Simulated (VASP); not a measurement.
# Zn (a cell with a defect) in VASP: single point with LDA

Aim: the single point of Zn (a cell with a defect) with LDA.

Everything below comes from runs of VASP 6.6.1. Logs are shortened: lines on timing, memory, paths and dates and some standing lists are left out, and cuts for length are marked.

## (1) The cell of the first run

The cell holds a defect, 17 atoms: a = 7.998 Å, b = 7.998 Å, c = 4.958 Å, α = 90.00°, β = 90.00°, γ = 120.00°.

## (2) Single point, LDA

The input, INCAR:

```
ALGO = Normal ; EDIFF = 1E-7
ENCUT = 520 ; ISIF = 2
ISMEAR = 0 ; LASPH = True
LCHARG = False ; LREAL = Auto
LWAVE = False ; NBANDS = 116
NELM = 100 ; PREC = Accurate
SIGMA = 0.1
```

The input, KPOINTS:

```
k-points
0
Gamma
  2 2 3
```

The input, POSCAR:

```
Zn
1.0
    7.9977453100      0.0000000100      0.0000000000
   -3.9988726600      6.9262506100      0.0000000000
    0.0000000000      0.0000000000      4.9584000700
Zn
17
Direct
    0.1047151281      0.2169771329      0.2495748593
    0.2176275875      0.1078316451      0.7484266997
    0.1108389011      0.5549309742      0.2492527796
    0.2232485378      0.4428522978      0.7521345489
    0.1045772711      0.8865314504      0.2488536590
    0.2229528502      0.7782131057      0.7497533373
    0.4441465410      0.2214073792      0.2514920100
    0.5578045149      0.1077549798      0.7529406557
    0.4487707986      0.5612030541      0.2499019810
    0.5579534631      0.4479279150      0.7493052088
    0.4489692654      0.8864137816      0.2499967696
    0.5589195343      0.7785294379      0.7448473193
    0.8872620303      0.1068427975      0.7473344118
    0.7792537941      0.5610804764      0.2488147351
    0.8876854894      0.4429101925      0.7487342585
    0.7793825387      1.2171745533      0.2501611372
    0.8871829472      0.7786137544      0.7531026031
```

Potentials or basis: VASP PAW LDA potentials, release 64 (Zn).

Started as:

```bash
$ cat potpaw_LDA.64/Zn/POTCAR > POTCAR
$ mpirun -np 1 vasp_std > vasp.out
```

OUTCAR:

```text
EDIFF = 1E-7
   ENCUT = 520
   ISIF = 2
   ISMEAR = 0
   LASPH = True
   LREAL = Auto
   NELM = 100
   PREC = Accurate

 ion  position               nearest neighbor table
   1  0.105  0.217  0.250-  16 2.60   5 2.64   3 2.68   7 2.70   9 2.75  13 2.89  13 2.91   2 2.91
                             4 2.92   2 2.92   4 2.94
   2  0.218  0.108  0.748-  17 2.64  13 2.64   4 2.66   6 2.66  10 2.72   8 2.72   1 2.91   5 2.91
                             5 2.92   7 2.92   1 2.92   7 2.95
   3  0.111  0.555  0.249-  16 2.68  14 2.68   5 2.68   9 2.68  11 2.68   1 2.68   4 2.91  15 2.92
                             6 2.92  15 2.92   6 2.92   4 2.94
   4  0.223  0.443  0.752-  10 2.66   2 2.66   6 2.68  15 2.68  12 2.68  13 2.69   3 2.91   1 2.92
                             9 2.92   3 2.94   9 2.94   1 2.94
   5  0.105  0.887  0.249-  14 2.60   1 2.64   3 2.68   7 2.70  11 2.75  17 2.88   2 2.91   2 2.92
                            17 2.92   6 2.93   6 2.94
   6  0.223  0.778  0.750-   8 2.66   2 2.66  15 2.68   4 2.68  12 2.69  17 2.69   3 2.92   3 2.92
                             5 2.93  11 2.93  11 2.93   5 2.94
   7  0.444  0.221  0.251-   1 2.70   5 2.70  16 2.70  14 2.70  11 2.70   9 2.70   2 2.92  10 2.92
                             8 2.93   8 2.94  10 2.94   2 2.95
   8  0.558  0.108  0.753-  12 2.64  13 2.64   6 2.66  15 2.66  10 2.72   2 2.72  11 2.90  16 2.90
                            11 2.93  16 2.93   7 2.93   7 2.94
   9  0.449  0.561  0.250-  11 2.60  14 2.64   3 2.68   7 2.70   1 2.75  12 2.88  10 2.92   4 2.92
                            10 2.92  12 2.92   4 2.94
  10  0.558  0.448  0.749-  17 2.64  12 2.64   4 2.66  15 2.66   8 2.72   2 2.72  14 2.91   9 2.92
                            14 2.92   9 2.92   7 2.92   7 2.94
  11  0.449  0.886  0.250-   9 2.60  16 2.64   3 2.68   7 2.70   5 2.75  12 2.88   8 2.90  12 2.92
                             8 2.93   6 2.93   6 2.93
  12  0.559  0.779  0.745-  17 2.63  13 2.63   8 2.64  10 2.64   4 2.68   6 2.69   9 2.88  11 2.88
                             9 2.92  11 2.92
  13  0.887  0.107  0.747-  17 2.62  12 2.63   2 2.64   8 2.64  15 2.69   4 2.69   1 2.89  16 2.89
                             1 2.91  16 2.92
  14  0.779  0.561  0.249-   5 2.60   9 2.64   3 2.68   7 2.70  16 2.75  17 2.88  10 2.91  10 2.92
                            17 2.92  15 2.93  15 2.93
  15  0.888  0.443  0.749-  10 2.66   8 2.66   6 2.68   4 2.68  13 2.69  17 2.69   3 2.92   3 2.92
                            16 2.93  14 2.93  14 2.93  16 2.94
  16  0.779  0.217  0.250-   1 2.60  11 2.64   3 2.68   7 2.70  14 2.75  13 2.89   8 2.90  13 2.92
                            15 2.93   8 2.93  15 2.94
  17  0.887  0.779  0.753-  13 2.62  12 2.63   2 2.64  10 2.64  15 2.69   6 2.69   5 2.88  14 2.88
                             5 2.92  14 2.92

  LATTYP: Found a hexagonal cell.
 ALAT       =     7.9977453100
 C/A-ratio  =     0.6199747401

  Lattice vectors:

 A1 = (   7.9977453100,   0.0000000100,   0.0000000000)
 A2 = (  -3.9988726600,   6.9262506100,   0.0000000000)
 A3 = (   0.0000000000,   0.0000000000,   4.9584000700)

Analysis of symmetry for initial positions (statically):
=====================================================================
 Subroutine PRICEL returns:
 Original cell was already a primitive cell.

 Routine SETGRP: Setting up the symmetry group for a
 hexagonal supercell.

 Subroutine GETGRP returns: Found  1 space group operations
 (whereof  1 operations were pure point group operations)
 out of a pool of 24 trial point group operations.

The static configuration has the point symmetry C_1 .

Analysis of symmetry for dynamics (positions and initial velocities):
=====================================================================
 Subroutine PRICEL returns:
 Original cell was already a primitive cell.

 Routine SETGRP: Setting up the symmetry group for a
 hexagonal supercell.

 Subroutine GETGRP returns: Found  1 space group operations
 (whereof  1 operations were pure point group operations)
 out of a pool of 24 trial point group operations.

The dynamic configuration has the point symmetry C_1 .

 Subroutine INISYM returns: Found  1 space group operations
 (whereof  1 operations are pure point group operations),
 and found     1 'primitive' translations

----------------------------------------------------------------------------------------

                                     Primitive cell

  volume of cell :     274.6675

  direct lattice vectors                    reciprocal lattice vectors
[... 53 lines left out ...]

 Generating k-lattice:

  Cartesian coordinates                     Fractional coordinates (reciprocal lattice)
     0.062517620  0.036094565  0.000000000     0.500000000  0.000000000  0.000000000
    -0.000000000  0.072189129  0.000000000     0.000000000  0.500000000  0.000000000
     0.000000000  0.000000000  0.067225986     0.000000000  0.000000000  0.333333333

  Length of vectors
     0.072189129  0.072189129  0.067225986

  Shift w.r.t. Gamma in fractional coordinates (k-lattice)
     0.000000000  0.000000000  0.000000000

 Subroutine IBZKPT returns following result:
 ===========================================

 Found      8 irreducible k-points:

 Following reciprocal coordinates:
            Coordinates               Weight
  0.000000  0.000000  0.000000      1.000000
  0.500000  0.000000  0.000000      1.000000
  0.000000  0.500000  0.000000      1.000000
  0.500000  0.500000  0.000000      1.000000
  0.000000  0.000000  0.333333      2.000000
  0.500000  0.000000  0.333333      2.000000
  0.000000  0.500000  0.333333      2.000000
  0.500000  0.500000  0.333333      2.000000
   k-points           NKPTS =      8   k-points in BZ     NKDIM =      8   number of bands    NBANDS=    116
   number of dos      NEDOS =    301   number of ions     NIONS =     17
   total plane-waves  NPLWV = 144000
   dimension x,y,z NGX =    60 NGY =   60 NGZ =   40
   dimension x,y,z NGXF=   120 NGYF=  120 NGZF=   80
   ions per type =              17
   NGX,Y,Z   is equivalent  to a cutoff of  12.47, 12.47, 13.41 a.u.
   NGXF,Y,Z  is equivalent  to a cutoff of  24.94, 24.94, 26.82 a.u.
 SYSTEM =  unknown system
   PREC   = accura    normal or accurate (medium, high low for compatibility)
   ISTART =      0    job   : 0-new  1-cont  2-samecut
   ICHARG =      2    charge: 1-file 2-atom 10-const
   ISPIN  =      1    spin polarized calculation?
   LNONCOLLINEAR =      F non collinear calculations
   LSORBIT =      F    spin-orbit coupling
   LASPH  =      T    aspherical Exc in radial PAW
   ENCUT  =  520.0 eV  38.22 Ry    6.18 a.u.  14.87 14.87  9.22*2*pi/ulx,y,z
   NELM   =    100;   NELMIN=  2; NELMDL= -5     # of ELM steps
   EDIFF  = 0.1E-06   stopping-criterion for ELM
   LREAL  =      T    real-space projection
   EDIFFG = 0.1E-05   stopping-criterion for IOM
   NSW    =      0    number of steps for IOM
   IBRION =     -1    ionic relax: 0-MD 1-quasi-New 2-CG
   NFREE  =      0    steps in history (QN), initial steepest desc. (CG)
   ISIF   =      2    stress and relaxation
   ISYM   =      2    0-nonsym 1-usesym 2-fastsym
   POTIM  = 0.5000    time-step for ionic-motion
   TEBEG  =    0.0;   TEEND  =   0.0 temperature during run
   PSTRESS=    0.0 pullay stress
   NELECT =     204.0000    total number of electrons
   NUPDOWN=      -1.0000    fix difference up-down
   EMIN   =  10.00;   EMAX   =-10.00  energy-range for DOS
   EFERMI =   0.00;   METHOD = LEGACY
   ISMEAR =     0;   SIGMA  =   0.10  broadening in eV -4-tet -1-fermi 0-gaus
   EFERMI_NEDOS =   21; number of points for ismear=-14 and -15
   IALGO  =     38    algorithm
   IMIX   =      4    mixing-type and parameters
     AMIX     =   0.40;   BMIX     =  1.00
     AMIX_MAG =   1.60;   BMIX_MAG =  1.00
  volume/ion in A,a.u.               =      16.16       109.03
  Fermi-wavevector in a.u.,A,eV,Ry     =   1.482572  2.801655 29.905871  2.198020
  Thomas-Fermi vector in A             =   2.596341
   LORBIT       =      0    0 simple, 1 ext, 2 COOP (PROOUT), +10 PAW based schemes
   GGA     = CA    functional components
   LHFCALC =     F    Hartree Fock is set to
   AEXX    =    0.0000 exact exchange contribution
   IVDW    =     0    specifies the selected vdW correction
   LEPSILON=     F    determine dielectric tensor
   LRPA    =     F    only Hartree local field effects (RPA)
 non-spin polarized calculation
 Gauss-broadening in eV      SIGMA  =   0.10
  energy-cutoff  :      520.00
  volume of cell :      274.67
 maximum number of plane-waves:      7477
 NGX is ok and might be reduce to    60
   NGX = 29   NGY = 29   NGZ = 19

 number of electron     204.0000071 magnetization

 Free energy of the ion-electron system (eV)
  ---------------------------------------------------
  ext. energy  EPLUGINS =         0.00000000
  ---------------------------------------------------
  free energy    TOTEN  =       -30.79046392 eV

  energy without entropy =      -30.76999607  energy(sigma->0) =      -30.78023000

 E-fermi :   2.4844     XC(G=0): -11.5207

 val. band max:        2.4841573827   @ k =   0.5000   0.5000   0.0000
 cond. band min:       2.5010018505   @ k =   0.0000   0.0000   0.0000
 fundamental gap:      0.0168444678
 Fermi energy:         2.4843612903

 k-point     1 :       0.0000    0.0000    0.0000
  band No.  band energies     occupation
      1      -7.6623      2.00000
      2      -6.1110      2.00000
      3      -5.9671      2.00000
      4      -5.9662      2.00000
      5      -5.9496      2.00000
      6      -5.9492      2.00000
[... 925 lines left out ...]
    113       6.1507      0.00000
    114       6.4380      0.00000
 [bands above 114 left out]

------------------------ aborting loop because EDIFF is reached ----------------------------------------

  FORCE on cell =-STRESS in cart. coord.  units (eV):
  Direction    XX          YY          ZZ          XY          YZ          ZX
  --------------------------------------------------------------------------------------
  -------------------------------------------------------------------------------------
  Total      -20.6033930    -20.5990455     -2.8903731     -0.0196747      0.0068056     -0.0280093
  in kB     -120.1827097   -120.1573503    -16.8599837     -0.1147656      0.0396979     -0.1633828
  external PRESSURE =     -85.7333479 kB  Pullay stress =       0.0000000 kB

 VOLUME and BASIS-vectors are now :
 -----------------------------------------------------------------------------
  energy-cutoff  :      520.00
  volume of cell :      274.67
      direct lattice vectors                 reciprocal lattice vectors
     7.997745310  0.000000010  0.000000000     0.125035239  0.072189129  0.000000000
    -3.998872660  6.926250610  0.000000000    -0.000000000  0.144378258  0.000000000
     0.000000000  0.000000000  4.958400070     0.000000000  0.000000000  0.201677958

 POSITION                                       TOTAL-FORCE (eV/Angst)
 -----------------------------------------------------------------------------------
     -0.03018      1.50284      1.23749        -0.000687     -0.003978     -0.000294
      1.30932      0.74687      3.71100         0.008472      0.004919      0.001529
     -1.33264      3.84359      1.23589         0.003839     -0.000466      0.003196
      0.01458      3.06731      3.72938        -0.014022      0.004718     -0.001511
     -2.70874      6.14034      1.23392        -0.001023      0.002323      0.004860
     -1.32885      5.39010      3.71758        -0.000607     -0.009479     -0.002096
[... 9 lines left out ...]
      5.36485      1.50421      1.24040         0.000558     -0.008612     -0.001387
      3.98189      5.39287      3.73418        -0.016934      0.008136     -0.000748
 -----------------------------------------------------------------------------------
    total drift:                                0.001352     -0.002702      0.001977

  FREE ENERGIE OF THE ION-ELECTRON SYSTEM (eV)
  ---------------------------------------------------
  free  energy   TOTEN  =       -30.7904639218 eV

  energy  without entropy=      -30.7699960729  energy(sigma->0) =      -30.78023000
```

Run time: 8.4 min. Hardware: 1 thread of Intel Xeon Platinum 8375C at 2.90GHz (Ice Lake), shared host; peak memory 0.37 GiB.

What came out:

| Item | Value |
| --- | --- |
| Free energy | -30.7905 eV |
| Pressure | -8.6 GPa |
| Largest force | 0.020 eV/Å |
| Band gap on the k mesh | zero (bands 102 and 103 overlap by 1.55 eV) |

Forces in eV/Å, atoms in the order of the input:
```
Zn  -0.001 -0.004  0.000
Zn   0.008  0.005  0.002
Zn   0.004  0.000  0.003
Zn  -0.014  0.005 -0.002
Zn  -0.001  0.002  0.005
Zn  -0.001 -0.009 -0.002
Zn   0.003  0.001 -0.006
Zn  -0.008  0.008  0.000
Zn   0.008 -0.003 -0.003
Zn  -0.001 -0.006  0.002
Zn   0.001  0.006 -0.001
Zn   0.018  0.009  0.000
Zn  -0.001 -0.016  0.001
Zn  -0.007  0.001  0.005
Zn   0.007  0.002 -0.001
Zn   0.001 -0.009 -0.001
Zn  -0.017  0.008 -0.001
```

Stress tensor (GPa, compression positive):
```
-12.02  -0.01  -0.02
 -0.01 -12.02   0.00
 -0.02   0.00  -1.69
```

Caveat: the k points lie up to 0.45 Å⁻¹ apart, too coarse for converged energies and pressures of a metal.
